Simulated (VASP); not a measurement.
Runs of VASP 6.6.1 on Ir. The structure is that of space group Im-3m (No. 229), or close to it. The cells are those of the table. 

| task | cell | k mesh | smearing | gap on the mesh (eV) | pressure (GPa) | relaxed volume (Å³/atom) |
| --- | --- | --- | --- | --- | --- | --- |
| relaxation of cell and atoms | relaxed from a = 2.642 Å, angles 109.5°, 1 atom | 16 × 16 × 16 | gaussian 0.1 eV | none | 0.0 | 14.41 |
| single point | a = 2.650 Å, angles 109.5°, 1 atom | 16 × 16 × 16 | gaussian 0.1 eV | none | (a) | - |
| single point | a = 2.642 Å, angles 109.5°, 1 atom | 8 × 8 × 8 | gaussian 0.1 eV | none | 5.7 | - |
| relaxation of cell and atoms | relaxed from a = 2.650 Å, angles 109.5°, 1 atom | 16 × 16 × 16 | fermi-dirac 0.15 eV | none | 0.0 | (b) |
| single point | a = 2.652 Å, angles 109.5°, 1 atom | 16 × 16 × 16 | fermi-dirac 0.15 eV | none | 2.2 | - |

Alike in all rows: level LDA; potentials or basis VASP PAW LDA potentials, release 64 (Ir); no spin polarisation; cutoff (eV) 500.

**Question.** Fill in the values left out.

**Answer.** (a) 2.3; (b) 14.45.

Caveats: some runs use coarse meshes; spin-orbit coupling is left out, which moves the levels of the heavy elements.

A k mesh can miss the band edges, and the runs leave out spin-orbit coupling on Ir.

A gap of «none» marks levels without a gap at the run's occupations.
